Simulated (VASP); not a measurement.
# C (R-3m) in VASP: a series of runs

The runs below take C through single point, with PBE+D3(BJ).

All numbers are computed with VASP 6.6.1; they aren't measurements. Logs are shortened: lines on timing, memory, paths and dates and some standing lists are left out, and cuts for length are marked.

## 1. The cell of the first run

Symmetry: R-3m, No. 166, trigonal system. Conventional cell: a = 2.424 Å, b = 2.424 Å, c = 9.914 Å, α = 90.00°, β = 90.00°, γ = 120.00°. C (site symmetry 3m) has 3 C at 1.40 Å within 1.9 Å.

## 2. Single point, PBE+D3(BJ)

INCAR

```
SYSTEM = C
PREC = Accurate
ENCUT = 520
EDIFF = 1E-6
ISMEAR = 0
SIGMA = 0.05
LREAL = .False.
LASPH = .True.
NELM = 60
ALGO = Normal
ISIF = 2
LWAVE = .False.
LCHARG = .False.
GGA = PE
IVDW = 12
NBANDS = 11
```

KPOINTS

```
regular mesh
0
Gamma
  15 15 15
  0 0 0
```

POSCAR

```
C
1.0
    1.2118984948      0.6996899222      3.3048089804
   -1.2118984948      0.6996899222      3.3048089804
    0.0000000000     -1.3993798444      3.3048089804
C
2
Direct
    0.1665956179      0.1665956179      0.1665956179
    0.8334043821      0.8334043821      0.8334043821
```

Potentials or basis: VASP PAW PBE potentials, release 64 (C).

Run with:

```
cat potpaw_PBE.64/C/POTCAR > POTCAR
mpirun -np 1 vasp_std > vasp.out
```

OUTCAR:

```text
SYSTEM = C
   PREC = Accurate
   ENCUT = 520
   EDIFF = 1E-6
   ISMEAR = 0
   LREAL = .False.
   LASPH = .True.
   NELM = 60
   ISIF = 2
   GGA = PE
   IVDW = 12
 IVDW          = 12

 ion  position               nearest neighbor table
   1  0.167  0.167  0.167-   2 1.40   2 1.40   2 1.40
   2  0.833  0.833  0.833-   1 1.40   1 1.40   1 1.40

  LATTYP: Found a trigonal (rhomboedric) cell.
 ALAT       =     3.5888753595
 COS(alpha) =     0.7719417768

  Lattice vectors:

 A1 = (   1.2118984948,   0.6996899222,   3.3048089804)
 A2 = (  -1.2118984948,   0.6996899222,   3.3048089804)
 A3 = (   0.0000000000,  -1.3993798444,   3.3048089804)

Analysis of symmetry for initial positions (statically):
=====================================================================
 Subroutine PRICEL returns:
 Original cell was already a primitive cell.

 Routine SETGRP: Setting up the symmetry group for a
 trigonal (rhombohedral) supercell.

 Subroutine GETGRP returns: Found 12 space group operations
 (whereof 12 operations were pure point group operations)
 out of a pool of 12 trial point group operations.

The static configuration has the point symmetry D_3d.

Analysis of symmetry for dynamics (positions and initial velocities):
=====================================================================
 Subroutine PRICEL returns:
 Original cell was already a primitive cell.

 Routine SETGRP: Setting up the symmetry group for a
 trigonal (rhombohedral) supercell.

 Subroutine GETGRP returns: Found 12 space group operations
 (whereof 12 operations were pure point group operations)
 out of a pool of 12 trial point group operations.

The dynamic configuration has the point symmetry D_3d.

 Subroutine INISYM returns: Found 12 space group operations
 (whereof 12 operations are pure point group operations),
 and found     1 'primitive' translations

----------------------------------------------------------------------------------------

                                     Primitive cell

  volume of cell :      16.8139

  direct lattice vectors                    reciprocal lattice vectors
     1.211898495  0.699689922  3.304808980     0.412575807  0.238200753  0.100863117
    -1.211898495  0.699689922  3.304808980    -0.412575807  0.238200753  0.100863117
     0.000000000 -1.399379844  3.304808980     0.000000000 -0.476401507  0.100863117

  length of vectors
     3.588875359  3.588875359  3.588875359     0.486961769  0.486961769  0.486961769

  position of ions in fractional coordinates (direct lattice)
     0.166595618  0.166595618  0.166595618
     0.833404382  0.833404382  0.833404382

  ion indices of the primitive-cell ions
   primitive index   ion index
                 1           1
                 2           2

----------------------------------------------------------------------------------------

 KPOINTS: regular mesh

Automatic generation of k-mesh.
 Grid dimensions read from file:
 generate k-points for:   15   15   15

 Generating k-lattice:

  Cartesian coordinates                     Fractional coordinates (reciprocal lattice)
     0.027505054  0.015880050  0.006724208     0.066666667 -0.000000000  0.000000000
    -0.027505054  0.015880050  0.006724208    -0.000000000  0.066666667  0.000000000
     0.000000000 -0.031760100  0.006724208     0.000000000  0.000000000  0.066666667

  Length of vectors
     0.032464118  0.032464118  0.032464118

  Shift w.r.t. Gamma in fractional coordinates (k-lattice)
     0.000000000  0.000000000  0.000000000

 Subroutine IBZKPT returns following result:
 ===========================================

 Found    344 irreducible k-points:

 Following reciprocal coordinates:
            Coordinates               Weight
  0.000000  0.000000  0.000000      1.000000
  0.066667  0.000000  0.000000      6.000000
  0.133333 -0.000000 -0.000000      6.000000
  0.200000  0.000000  0.000000      6.000000
  0.266667 -0.000000 -0.000000      6.000000
  0.333333  0.000000  0.000000      6.000000
[... 16 lines left out ...]
  0.133333  0.133333  0.000000      6.000000
  0.200000  0.133333 -0.000000     12.000000
 [... further k-points ...]
   k-points           NKPTS =    344   k-points in BZ     NKDIM =    344   number of bands    NBANDS=     11
   number of dos      NEDOS =    301   number of ions     NIONS =      2
   total plane-waves  NPLWV =  21952
   dimension x,y,z NGX =    28 NGY =   28 NGZ =   28
   dimension x,y,z NGXF=    56 NGYF=   56 NGZF=   56
   ions per type =               2
   NGX,Y,Z   is equivalent  to a cutoff of  12.97, 12.97, 12.97 a.u.
   NGXF,Y,Z  is equivalent  to a cutoff of  25.94, 25.94, 25.94 a.u.
 SYSTEM =  C
   PREC   = accura    normal or accurate (medium, high low for compatibility)
   ISTART =      0    job   : 0-new  1-cont  2-samecut
   ICHARG =      2    charge: 1-file 2-atom 10-const
   ISPIN  =      1    spin polarized calculation?
   LNONCOLLINEAR =      F non collinear calculations
[... 63 lines left out ...]
      3       2.1491      2.00000
      4       2.1491      2.00000
      5       9.3325      0.00000
      6      13.8356      0.00000
      7      13.8356      0.00000
      8      17.0993      0.00000
      9      18.9547      0.00000
     10      28.5335      0.00000
     11      31.6042      0.00000

 k-point     2 :       0.0667    0.0000    0.0000
  band No.  band energies     occupation
      1     -14.8423      2.00000
      2      -1.5919      2.00000
      3       1.7166      2.00000
      4       1.9161      2.00000
      5       9.4893      0.00000
      6      13.9048      0.00000
      7      14.3086      0.00000
      8      16.6973      0.00000
      9      19.1331      0.00000
     10      28.8939      0.00000
     11      30.6524      0.00000

 k-point     3 :       0.1333   -0.0000   -0.0000
  band No.  band energies     occupation
      1     -14.5107      2.00000
      2      -1.2544      2.00000
      3       0.5629      2.00000
      4       1.3268      2.00000
      5       9.9592      0.00000
      6      13.9837      0.00000
      7      15.5986      0.00000
      8      15.6100      0.00000
      9      19.6966      0.00000
     10      28.4322      0.00000
     11      29.9033      0.00000

 k-point     4 :       0.2000    0.0000    0.0000
  band No.  band energies     occupation
      1     -13.9608      2.00000
      2      -1.0275      2.00000
      3      -0.6965      2.00000
      4       0.5916      2.00000
      5      10.7343      0.00000
      6      13.8483      0.00000
      7      14.1117      0.00000
      8      17.5022      0.00000
      9      20.5789      0.00000
     10      26.3868      0.00000
     11      28.8476      0.00000

 k-point     5 :       0.2667   -0.0000   -0.0000
  band No.  band energies     occupation
      1     -13.1977      2.00000
      2      -2.8138      2.00000
      3      -0.1223      2.00000
      4       0.0685      2.00000
      5      11.7209      0.00000
      6      12.2714      0.00000
      7      13.7947      0.00000
      8      19.7597      0.00000
      9      21.4034      0.00000
     10      24.8780      0.00000
     11      27.5943      0.00000
[... 211 lines left out ...]
 k-point    21 :      -0.1333    0.0667    0.0000
  band No.  band energies     occupation
      1     -14.1889      2.00000
      2      -0.8476      2.00000
      3      -0.2913      2.00000
      4       0.6894      2.00000
      5      10.2812      0.00000
      6      14.2441      0.00000
      7      14.6581      0.00000
      8      16.3269      0.00000
      9      20.4302      0.00000
     10      26.3867      0.00000
     11      30.1433      0.00000

 k-point    22 :      -0.0667    0.0667    0.0000
  band No.  band energies     occupation
      1     -14.6254      2.00000
      2      -1.3294      2.00000
      3       0.9827      2.00000
      4       1.4469      2.00000
      5       9.7271      0.00000
      6      14.0994      0.00000
      7      15.0479      0.00000
      8      15.9402      0.00000
      9      19.5409      0.00000
     10      28.6998      0.00000
     11      29.5430      0.00000

 k-point    23 :       0.1333    0.1333    0.0000
  band No.  band energies     occupation
      1     -14.4936      2.00000
      2      -1.3959      2.00000
      3       0.5785      2.00000
      4       1.3129      2.00000
      5      10.2531      0.00000
      6      13.9480      0.00000
      7      15.5677      0.00000
      8      15.6131      0.00000
      9      19.7272      0.00000
     10      28.0745      0.00000
     11      29.8319      0.00000

 k-point    24 :       0.2000    0.1333   -0.0000
  band No.  band energies     occupation
      1     -14.1556      2.00000
      2      -1.1208      2.00000
      3      -0.2802      2.00000
      4       0.6754      2.00000
      5      10.8545      0.00000
      6      14.2152      0.00000
      7      14.6288      0.00000
      8      16.3329      0.00000
      9      20.4547      0.00000
     10      26.3455      0.00000
     11      30.3883      0.00000

 [... further k-points ...]

------------------------ aborting loop because EDIFF is reached ----------------------------------------

 Edisp (eV)   -0.31704

 E8    (eV) :    -0.0900

  FORCE on cell =-STRESS in cart. coord.  units (eV):
  Direction    XX          YY          ZZ          XY          YZ          ZX
  --------------------------------------------------------------------------------------
  -------------------------------------------------------------------------------------
  Total       2.64397     2.64397     0.05034     0.00000     0.00000     0.00000
  in kB     251.94011   251.94011     4.79715     0.00000     0.00000     0.00000
  external pressure =      169.56 kB  Pullay stress =        0.00 kB

 VOLUME and BASIS-vectors are now :
 -----------------------------------------------------------------------------
  energy-cutoff  :      520.00
  volume of cell :       16.81
      direct lattice vectors                 reciprocal lattice vectors
     1.211898495  0.699689922  3.304808980     0.412575807  0.238200753  0.100863117
    -1.211898495  0.699689922  3.304808980    -0.412575807  0.238200753  0.100863117
     0.000000000 -1.399379844  3.304808980     0.000000000 -0.476401507  0.100863117

 POSITION                                       TOTAL-FORCE (eV/Angst)
 -----------------------------------------------------------------------------------
      0.00000      0.00000      1.65170         0.000000      0.000000      0.000310
      0.00000      0.00000      8.26273         0.000000     -0.000000     -0.000310
 -----------------------------------------------------------------------------------
    total drift:                                0.000000     -0.000000      0.000000

  FREE ENERGIE OF THE ION-ELECTRON SYSTEM (eV)
  ---------------------------------------------------
  free  energy   TOTEN  =       -18.6890013192 eV

  energy  without entropy=      -18.6890013192  energy(sigma->0) =      -18.68900132
```

Wall time 40 s (1 thread of Intel Xeon 6975P-C (Granite Rapids), shared host); peak memory 0.2 GiB.

Results:

```
Free energy                : -18.6890 eV
Pressure                   : 17.0 GPa
Band gap on the k mesh     : 0.70 eV, direct
Dispersion energy per atom : -0.159 eV
```

## 3. Single point, PBE+D3(BJ)

INCAR

```
SYSTEM = C
PREC     = Accurate       ! precision mode
ENCUT    = 520            ! plane-wave cutoff, eV
EDIFF    = 1E-6           ! SCF threshold, eV
ISMEAR   = 0              ! smearing method
SIGMA    = 0.05           ! smearing width, eV
LREAL    = .False.        ! projectors in reciprocal space
LASPH    = .True.         ! aspherical terms in the spheres
NELM     = 60             ! most SCF steps
ALGO     = Normal         ! electronic algorithm
ISIF     = 2              ! what is computed and relaxed
LWAVE    = .False.        ! write WAVECAR
LCHARG   = .False.        ! write CHGCAR
GGA      = PE             ! functional
IVDW     = 12             ! dispersion correction
NBANDS   = 11             ! bands
```

KPOINTS

```
Automatic mesh
0
Gamma
  15 15 15
  0 0 0
```

POSCAR

```
C
1.0
    1.2118984948      0.6996899222      3.3048089804
   -1.2118984948      0.6996899222      3.3048089804
    0.0000000000     -1.3993798444      3.3048089804
C
2
Direct
    0.1628268272      0.1628268272      0.1628268272
    0.8371731728      0.8371731728      0.8371731728
```

Potentials or basis: VASP PAW PBE potentials, release 64 (C).

Run with:

```
cat potpaw_PBE.64/C/POTCAR > POTCAR
mpirun -np 1 vasp_std > vasp.out
```

Run time: 47 s. Hardware: 1 thread of Intel Xeon 6975P-C (Granite Rapids), shared host; peak memory 0.2 GiB.

It converged, with:

```yaml
Free_energy: -18.6434 eV
Pressure: 16.5 GPa
Largest_force: 1.219 eV/Å
Band_gap_on_the_k_mesh: 0.84 eV, direct
Dispersion_energy_per_atom: -0.159 eV
```

Forces on the atoms (eV/Å):
```
C    0.000  0.000  1.219
C    0.000  0.000 -1.219
```

Stress tensor (GPa, compression positive):
```
25.04  0.00  0.00
 0.00 25.04  0.00
 0.00  0.00 -0.58
```

Levels at points of the mesh, in eV from the valence-band top:
| k point | band 1 | band 2 | band 3 | band 4 | band 5 | band 6 | band 7 | band 8 |
| --- | --- | --- | --- | --- | --- | --- | --- | --- |
| (0.00, 0.00, 0.00) | -19.64 | -6.37 | -2.49 | -2.49 | 4.49 | 9.13 | 9.13 | 12.49 |

Caveat: forces of over 1 eV/Å act on the atoms, so gaps and moduli don't describe the material at rest. A k mesh can miss the band edges.

## 4. Single point, PBE+D3(BJ)

INCAR

```
ALGO = Normal
EDIFF = 1E-6
ENCUT = 520
GGA = PE
ISIF = 2
ISMEAR = 0
IVDW = 12
LASPH = T
LCHARG = T
LELF = T
LREAL = F
LVHAR = T
LWAVE = F
NBANDS = 11
NELM = 100
PREC = Accurate
SIGMA = 0.05
```

KPOINTS

```
k-points
0
Gamma
  15 15 15
```

POSCAR

```
C
1.0
    1.2118984948      0.6996899222      3.3048089804
   -1.2118984948      0.6996899222      3.3048089804
    0.0000000000     -1.3993798444      3.3048089804
C
2
Direct
    0.1703644086      0.1703644086      0.1703644086
    0.8296355914      0.8296355914      0.8296355914
```

Run with:

```
cat potpaw_PBE.64/C/POTCAR > POTCAR
mpirun -np 1 vasp_std > vasp.out
```

Wall time 63 s (1 thread of Intel Xeon 6975P-C (Granite Rapids), shared host); peak memory 0.2 GiB.

It converged, with:

* Free energy: -18.6434 eV
* Pressure: 16.6 GPa
* Largest force: 1.224 eV/Å
* Band gap on the k mesh: 0.58 eV, direct
* Dispersion energy per atom: -0.159 eV

Forces on the atoms (eV/Å):
```
C    0.000  0.000 -1.224
C    0.000  0.000  1.224
```

Stress tensor (GPa, compression positive):
```
24.96  0.00  0.00
 0.00 24.96  0.00
 0.00  0.00 -0.27
```

Levels at points of the mesh, in eV from the valence-band top:
```tsv
k point	band 1	band 2	band 3	band 4	band 5	band 6	band 7	band 8	band 9
(0.00, 0.00, 0.00)	-19.76	-6.50	-2.62	-2.62	4.38	9.03	9.03	12.39	14.11
```

Caveat: forces of over 1 eV/Å act on the atoms, so gaps and moduli don't describe the material at rest.

## 5. Single point, PBE+D3(BJ)

INCAR

```
PREC = Accurate
ENCUT = 520
EDIFF = 1E-6
ISMEAR = 0
SIGMA = 0.05
LREAL = F
LASPH = T
NELM = 80
ALGO = Normal
ISIF = 2
LWAVE = F
LCHARG = F
GGA = PE
IVDW = 12
NBANDS = 11
```

KPOINTS

```
Automatic mesh
0
Gamma
  15 15 15
```

POSCAR

```
C
1.0
    1.2118984948      0.6996899222      3.3048089804
   -1.2118984948      0.6996899222      3.3048089804
    0.0000000000     -1.3993798444      3.3048089804
C
2
Direct
    0.1590580365      0.1590580365      0.1590580365
    0.8409419635      0.8409419635      0.8409419635
```

Run with:

```
cat potpaw_PBE.64/C/POTCAR > POTCAR
mpirun -np 1 vasp_std > vasp.out
```

Run time: 49 s. Hardware: 1 thread of Intel Xeon 6975P-C (Granite Rapids), shared host; peak memory 0.2 GiB.

The run converged. Its results:

```
Free energy                : -18.5067 eV
Pressure                   : 15.2 GPa
Largest force              : 2.440 eV/Å
Band gap on the k mesh     : 0.98 eV, indirect (least direct gap 1.00 eV)
Dispersion energy per atom : -0.159 eV
```

Forces on the atoms (eV/Å):
```
C    0.000  0.000  2.440
C    0.000  0.000 -2.440
```

Stress tensor (GPa, compression positive):
```
24.55  0.00  0.00
 0.00 24.55  0.00
 0.00  0.00 -3.58
```

Levels at points of the mesh, in eV from the valence-band top:
| k point | band 1 | band 2 | band 3 | band 4 | band 5 | band 6 | band 7 | band 8 |
| --- | --- | --- | --- | --- | --- | --- | --- | --- |
| (0.00, 0.00, 0.00) | -19.50 | -6.20 | -2.24 | -2.24 | 4.19 | 9.20 | 9.20 | 12.85 |

Caveat: forces of over 1 eV/Å act on the atoms, so gaps and moduli don't describe the material at rest. PBE gaps usually lie below the measured ones, often by a third to a half.

## 6. Single point, PBE+D3(BJ)

INCAR

```
SYSTEM = C
ALGO = Normal ; EDIFF = 1E-6
ENCUT = 520 ; GGA = PE
ISIF = 2 ; ISMEAR = 0
IVDW = 12 ; LASPH = .True.
LCHARG = .True. ; LELF = .True.
LREAL = .False. ; LVHAR = .True.
LWAVE = .False. ; NBANDS = 11
NELM = 100 ; PREC = Accurate
SIGMA = 0.05
```

KPOINTS

```
k-points
0
Gamma
  15 15 15
  0 0 0
```

POSCAR

```
C
1.0
    1.2118984948      0.6996899222      3.3048089804
   -1.2118984948      0.6996899222      3.3048089804
    0.0000000000     -1.3993798444      3.3048089804
C
2
Direct
    0.1741331993      0.1741331993      0.1741331993
    0.8258668007      0.8258668007      0.8258668007
```

Potentials or basis: VASP PAW PBE potentials, release 64 (C).

Run with:

```
cat potpaw_PBE.64/C/POTCAR > POTCAR
mpirun -np 1 vasp_std > vasp.out
```

It took 48 s on 1 thread of Intel Xeon 6975P-C (Granite Rapids), shared host; peak memory 0.2 GiB.

Results (log left out):

| Property | Result |
| --- | --- |
| Free energy | -18.5058 eV |
| Pressure | 15.3 GPa |
| Largest force | 2.461 eV/Å |
| Band gap on the k mesh | 0.47 eV, direct |
| Dispersion energy per atom | -0.159 eV |

Forces in eV/Å, atoms in the order of the input:
```
C    0.000  0.000 -2.461
C    0.000  0.000  2.461
```

Stress tensor (GPa, compression positive):
```
24.39  0.00  0.00
 0.00 24.39  0.00
 0.00  0.00 -2.83
```

Levels at points of the mesh, in eV from the valence-band top:
| k point | band 1 | band 2 | band 3 | band 4 | band 5 | band 6 | band 7 | band 8 |
| --- | --- | --- | --- | --- | --- | --- | --- | --- |
| (0.00, 0.00, 0.00) | -19.73 | -6.44 | -2.48 | -2.48 | 3.99 | 9.02 | 9.02 | 12.67 |

Caveat: forces of over 1 eV/Å act on the atoms, so gaps and moduli don't describe the material at rest. A k mesh can miss the band edges.
